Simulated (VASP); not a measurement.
CuO: single point with BLYP

Crystal: CuO.

```
Cu O
1.0
     2.31020   -1.68817    0.00000
     2.31020    1.68817    0.00000
    -0.83854    0.00000    4.98951
Cu O
2 2
Direct
  0.50000 0.00000 0.50000
  0.00000 0.50000 0.00000
  0.41840 0.58160 0.75000
  0.58160 0.41840 0.25000
```

| Item | Value |
| --- | --- |
| Program | VASP 6.6.1 |
| Task | single point |
| Functional | BLYP |
| Potentials or basis | VASP PAW PBE potentials, release 64 (Cu_sv_GW, O) |
| Cutoff | 820 eV |
| k mesh | 10 × 10 × 5 |
| Occupations | fermi-dirac, width 0.05 eV |
| Spin | no spin polarisation |

The pressure is 21.1 GPa and the largest force is 0.053 eV/Å. The band gap on the k mesh is zero (bands 25 and 26 overlap by 0.59 eV).

Forces in eV/Å, atoms in the order of the input:
```
Cu   0.000  0.000  0.000
Cu   0.000  0.000  0.000
O    0.000 -0.053  0.000
O    0.000  0.053  0.000
```

Stress tensor (GPa, compression positive):
```
21.23  0.00 -2.47
 0.00 19.79  0.00
-2.47  0.00 22.33
```

Levels at points of the mesh, in eV from the Fermi level:
```csv
k point,band 23,band 24,band 25,band 26,band 27,band 28
"(0.00, 0.00, 0.00)",-2.36,-1.83,0.20,0.97,2.00,6.34
"(0.50, 0.00, 0.00)",-1.66,-1.55,0.01,0.24,4.95,6.62
"(0.50, 0.50, 0.00)",-1.71,-1.36,-0.75,1.10,3.42,7.27
```

It took 5.7 min on 1 thread of Intel(R) Xeon(R) Platinum 8259CL CPU @ 2.50GHz (Skylake/Cascade Lake), on a shared host, peak memory 0.44 GiB.

Caveat: the cell stands under pressure; the PAW data sets were made with another functional, which shifts forces and pressure a little; semilocal functionals often make such compounds metallic where correlation or magnetic order opens a gap, which also shifts bond lengths. With open d or f shells a metallic result of BLYP can be an artefact of self-interaction; +U or a hybrid may open a gap.
